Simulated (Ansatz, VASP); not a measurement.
**ScIr: VASP beside Ansatz**

```xyz
2
Lattice="3.1621 0.0000 0.0000 0.0000 3.1621 0.0000 0.0000 0.0000 3.1621" Properties=species:S:1:pos:R:3 pbc="T T T"
Sc    1.5810    1.5810    1.5810
Ir    0.0000    0.0000    0.0000
```

Alike in both runs: functional LDA; k mesh 12 × 12 × 12; occupations fermi-dirac, width 0.1 eV; no spin polarisation.

Ansatz relaxed the structure, and its values are those at the end. VASP's run is a single point on that final structure, the one shown.

|  | VASP | Ansatz |
| --- | --- | --- |
| version | VASP 6.6.1 | Ansatz 0.2.0 |
| potentials or method | VASP PAW LDA potentials, release 64 (Sc_sv, Ir) | PAW with Ansatz's default frozen-core files, scalar-relativistic |
| plane-wave cutoff (eV) | 520 | 420 |
| valence electrons in the cell | 20 | 28 |

VASP gave:

```
pressure (GPa) : 1.0
```

Problem. What did Ansatz give for the same quantities?

Solution. Pressure (GPa): 0.0.

LDA's correlation is that of Perdew and Zunger in VASP and of Perdew and Wang (1992) in Ansatz. VASP's potentials hold 20 valence electrons a cell and Ansatz's 28, so a difference there can come from the potentials and not from the codes.

Spin-orbit coupling is off throughout.
